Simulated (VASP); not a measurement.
Here is a VASP 6.6.1 calculation.

File POSCAR:

```
TePb
1.0
    0.0000000000      3.2523979746      3.2523979746
    3.2523979746      0.0000000000      3.2523979746
    3.2523979746      3.2523979746      0.0000000000
Pb Te
1 1
Direct
    0.0000000000      0.0000000000      0.0000000000
    0.5000000000      0.5000000000      0.5000000000
```

The input INCAR.step1:

```
SYSTEM = TePb
PREC     = Accurate       ! precision mode
ENCUT    = 520            ! plane-wave cutoff, eV
ISMEAR   = -1             ! smearing method
SIGMA    = 0.05           ! smearing width, eV
LREAL    = .FALSE.        ! projectors in reciprocal space
LASPH    = .TRUE.         ! aspherical terms in the spheres
NELM     = 150            ! most SCF steps
LNONCOLLINEAR= .TRUE.         ! non-collinear magnetism
MAGMOM   = 0 0 0 0 0 0    ! initial moments
LSORBIT  = .TRUE.         ! spin-orbit coupling
GGA_COMPAT= .FALSE.      
NBANDS   = 32             ! bands
GGA      = PE             ! functional
ALGO     = Normal         ! electronic algorithm
EDIFF    = 1E-4           ! SCF threshold, eV
LWAVE    = .TRUE.         ! write WAVECAR
LCHARG   = .FALSE.        ! write CHGCAR
```

The input INCAR.step2:

```
SYSTEM = TePb
PREC     = Accurate       ! precision mode
ENCUT    = 520            ! plane-wave cutoff, eV
EDIFF    = 1E-6           ! SCF threshold, eV
ISMEAR   = -1             ! smearing method
SIGMA    = 0.05           ! smearing width, eV
LREAL    = .FALSE.        ! projectors in reciprocal space
LASPH    = .TRUE.         ! aspherical terms in the spheres
NELM     = 150            ! most SCF steps
ALGO     = Normal         ! electronic algorithm
ISIF     = 2              ! what is computed and relaxed
LWAVE    = .FALSE.        ! write WAVECAR
LCHARG   = .FALSE.        ! write CHGCAR
LNONCOLLINEAR= .TRUE.         ! non-collinear magnetism
MAGMOM   = 0 0 0 0 0 0    ! initial moments
LORBIT   = 11             ! projections on sites
LSORBIT  = .TRUE.         ! spin-orbit coupling
GGA_COMPAT= .FALSE.      
LORBMOM  = .TRUE.       
METAGGA  = R2SCAN         ! meta-GGA
LMIXTAU  = .TRUE.       
NBANDS   = 32             ! bands
ISTART   = 1
```

KPOINTS

```
regular mesh
0
G
  7 7 7
  0 0 0
```

Potentials or basis: VASP PAW PBE potentials, release 64 (Pb_d, Te).

Run with:

```bash
$ cat potpaw_PBE.64/Pb_d/POTCAR potpaw_PBE.64/Te/POTCAR > POTCAR
$ cp INCAR.step1 INCAR
$ mpirun -np 1 vasp_ncl > vasp.out
$ cp INCAR.step2 INCAR
$ mpirun -np 1 vasp_ncl > vasp.out
```

Task: Predict the net moment.

Result: 0.00 μB per cell.

Task: What does it give for the pressure?

Result: 0.5 GPa.

Moments on the atoms (μB; x, y, z):
```
Pb  0.00 0.00 0.00
Te  0.00 0.00 0.00
```

Caveat: the PAW data sets were made with another functional, which shifts forces and pressure a little.
